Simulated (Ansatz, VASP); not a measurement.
## One calculation of MgO, two programs

File INCAR:

```
SYSTEM = MgO
ALGO = Normal
EDIFF = 1E-6
ENCUT = 840
GGA = PE
GGA_COMPAT = .FALSE.
ISIF = 2
ISMEAR = 0
LASPH = .TRUE.
LCHARG = .TRUE.
LELF = .TRUE.
LREAL = .FALSE.
LVHAR = .TRUE.
LWAVE = .FALSE.
NBANDS = 15
NELM = 120
PREC = Accurate
SIGMA = 0.02
```

The input KPOINTS:

```
k-points
0
G
  10 10 10
  0 0 0
```

File POSCAR:

```
MgO
1.0
    0.0000000000      2.1272184804      2.1272184804
    2.1272184804      0.0000000000      2.1272184804
    2.1272184804      2.1272184804      0.0000000000
Mg O
1 1
Direct
    0.0000000000      0.0000000000      0.0000000000
    0.5000000000      0.5000000000      0.5000000000
```

Input for Ansatz:

```yaml
crystal:
  lattice:
    - [0.0, 2.1272184804, 2.1272184804]
    - [2.1272184804, 0.0, 2.1272184804]
    - [2.1272184804, 2.1272184804, 0.0]
  atoms:
    - { symbol: Mg, position: [0.0, 0.0, 0.0] }
    - { symbol: O, position: [0.5, 0.5, 0.5] }
basis:
  ecutwfc: 420
kpoints:
  mp_grid: { grid: [10, 10, 10] }
  band_path:
    path:
      - [[0.0, 0.0, 0.0], [0.5, 0.0, 0.5], [0.625, 0.25, 0.625]]
      - [[0.375, 0.375, 0.75], [0.0, 0.0, 0.0], [0.5, 0.5, 0.5], [0.5, 0.25, 0.75], [0.5, 0.0, 0.5]]
    npoints: 10
hamiltonian:
  xc: pbe
  pseudopotentials: { kind: paw, azcp: { folder: soft_1 } }
scf:
  occupations: { method: gaussian, width: 0.02 }
  n_extra_bands: 7
output:
  forces: true
  stress: true
  eigenvalues: true
```

Alike in both runs: task single point; functional PBE; k mesh 10 × 10 × 10; occupations gaussian, width 0.02 eV; no spin polarisation.

|  | VASP | Ansatz |
| --- | --- | --- |
| version | VASP 6.6.1 | Ansatz 0.2.0 |
| potentials or method | VASP PAW PBE potentials, release 64 (Mg_sv, O), cutoff 840 eV | scalar-relativistic, plane waves, PAW |
| valence electrons in the cell | 16 | 16 |

|  | VASP | Ansatz | Ansatz less VASP |
| --- | --- | --- | --- |
| gap on the k mesh at the Fermi level (eV) | 4.45 | 4.46 | +0.006 |
| least direct gap on the mesh (eV) | 4.45 | 4.46 | +0.006 |
| pressure (GPa) | 0.0 | 0.0 | +0.03 |

With one functional, cell and mesh, what is left measures potentials, basis and numerics.
